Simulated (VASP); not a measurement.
A run of VASP 6.6.1 is set up as follows.

The input INCAR:

```
PREC = Accurate ; ENCUT = 520
EDIFF = 1E-7 ; ISMEAR = -1
SIGMA = 0.05 ; LREAL = F
LASPH = T ; NELM = 60
ALGO = Normal ; ISIF = 2
LWAVE = F ; LCHARG = F
GGA = VW ; NBANDS = 11
```

File KPOINTS:

```
regular mesh
0
Gamma
  10 10 10
```

POSCAR

```
BP
1.0
    0.0000000000      2.2690000000      2.2690000000
    2.2690000000      0.0000000000      2.2690000000
    2.2690000000      2.2690000000      0.0000000000
P B
1 1
Direct
    0.7500000000      0.7500000000      0.7500000000
    0.0000000000      0.0000000000      0.0000000000
```

Potentials or basis: VASP PAW PBE potentials, release 64 (P, B).

Run with:

```bash
$ cat potpaw_PBE.64/P/POTCAR potpaw_PBE.64/B/POTCAR > POTCAR
$ mpirun -np 1 vasp_std > vasp.out
```

(1) Estimate the pressure.

(2) What does it give for the band gap on the k mesh?

Results:

(1) -4.7 GPa.

(2) 1.20 eV, indirect (least direct gap 3.38 eV).

Caveat: the PAW data sets were made with another functional, which shifts forces and pressure a little.
